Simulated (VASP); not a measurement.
Li3AsF6, 10 atoms in the cell. Symmetry: Fm-3m, No. 225, cubic system. Conventional cell: a = 7.917 Å, b = 7.917 Å, c = 7.917 Å, α = 90.00°, β = 90.00°, γ = 90.00°. Within 3.7 Å of Li (site symmetry -43m) lie 12 F at 2.80 Å and 4 Li at 3.43 Å and 4 As at 3.43 Å. Within 2.6 Å of Li (site symmetry m-3m) lie 6 F at 1.94 Å. As (site symmetry m-3m) has 6 F at 2.02 Å within 2.7 Å. Within 2.6 Å of F (site symmetry 4mm) lie 1 Li at 1.94 Å and 1 As at 2.02 Å. 

* Program: VASP 6.6.1
* Task: single point
* Functional: PBEsol
* Potentials or basis: VASP PAW PBE potentials, release 64 (Li_sv, As, F)
* Cutoff: 520 eV
* k mesh: 6 × 6 × 6
* Occupations: gaussian, width 0.05 eV
* Spin: no spin polarisation
* Dipole correction: no
* Further INCAR settings: ALGO = Normal; EDIFF = 1e-07; NBANDS = 39

Potentials or basis: VASP PAW PBE potentials, release 64 (Li_sv, As, F).

The run is started by

```bash
$ cat potpaw_PBE.64/Li_sv/POTCAR potpaw_PBE.64/As/POTCAR potpaw_PBE.64/F/POTCAR > POTCAR
$ mpirun -np 1 vasp_std > vasp.out
```

Hardware: 1 thread of Intel(R) Xeon(R) Platinum 8488C (Sapphire Rapids), with other jobs on the host.

Task: How long does it take, and how much memory?

Result: It took 71 s on 1 thread of Intel(R) Xeon(R) Platinum 8488C (Sapphire Rapids), on a shared host, peak memory 0.28 GiB. Counts: scf iterations 15, k points 16.
